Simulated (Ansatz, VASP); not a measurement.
One calculation of ScAl, two programs

```
CELL_PARAMETERS angstrom
3.37035 0.00000 0.00000
0.00000 3.37035 0.00000
0.00000 0.00000 3.37035
ATOMIC_POSITIONS crystal
Sc 0.50000 0.50000 0.53709
Al 0.00000 0.00000 0.00000
```

Change from the starting cell: all Sc atoms moved +0.125 Å, as atom 1 along Cartesian [0 0 1].

Alike in both runs: task single point; functional LDA; k mesh 14 × 14 × 14; occupations fermi-dirac, width 0.02 eV; no spin polarisation.

|  | VASP | Ansatz |
| --- | --- | --- |
| version | VASP 6.6.1 | Ansatz 0.2.0 |
| potentials or method | VASP PAW LDA potentials, release 64 (Sc_sv, Al), cutoff 520 eV | scalar-relativistic, plane waves, PAW |
| valence electrons in the cell | 14 | 14 |

Ansatz gave:

* gap on the k mesh at the Fermi level (eV): none
* pressure (GPa): -4.0
* traceless stress, the component that is largest in VASP (GPa): -0.15
* rms of the force components (eV/Å): 0.324

Q: Estimate VASP's values.

A: gap on the k mesh at the Fermi level (eV): none; pressure (GPa): -3.9; traceless stress, the component that is largest in VASP (GPa): -0.15; rms of the force components (eV/Å): 0.327.

LDA's correlation is that of Perdew and Zunger in VASP and of Perdew and Wang (1992) in Ansatz. Atom by atom the forces differ by 0.002 eV/Å (rms over components). A gap of «none» marks a metal or a gap that the smearing closes.
